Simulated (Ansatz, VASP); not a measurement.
**One calculation of HfO2, two programs**

```
CELL_PARAMETERS angstrom
3.58742 0.00000 0.00000
0.00000 3.58742 0.00000
0.00000 0.00000 5.21254
ATOMIC_POSITIONS crystal
Hf 0.50000 0.50000 0.50000
Hf 0.00000 0.00000 0.00000
O 0.00000 0.50000 0.69741
O 0.50000 0.00000 0.80259
O 0.50000 0.00000 0.30259
O 0.00000 0.50000 0.19741
```

Alike in both runs: functional PBE; dispersion D3(BJ); k mesh 6 × 6 × 4; occupations gaussian, width 0.02 eV; no spin polarisation.

Ansatz relaxed the structure, and its values are those at the end. VASP's run is a single point on that final structure, the one shown.

```csv
,VASP,Ansatz
version,VASP 6.6.1,Ansatz 0.2.0
potentials or method,"VASP PAW PBE potentials, release 64 (Hf_pv, O), cutoff 520 eV","scalar-relativistic, plane waves, PAW"
valence electrons in the cell,44,76
```

|  | VASP | Ansatz | Ansatz less VASP |
| --- | --- | --- | --- |
| gap on the k mesh at the Fermi level (eV) | 4.65 | 4.67 | +0.020 |
| least direct gap on the mesh (eV) | 4.73 | 4.74 | +0.012 |
| pressure (GPa) | -3.3 | 0.0 | +3.31 |
| rms of the force components (eV/Å) | 0.021 | 0.000 | -0.0209 |

VASP's potentials hold 44 valence electrons a cell and Ansatz's 76, so a difference there can come from the potentials and not from the codes.

Neither program's run includes spin-orbit coupling.
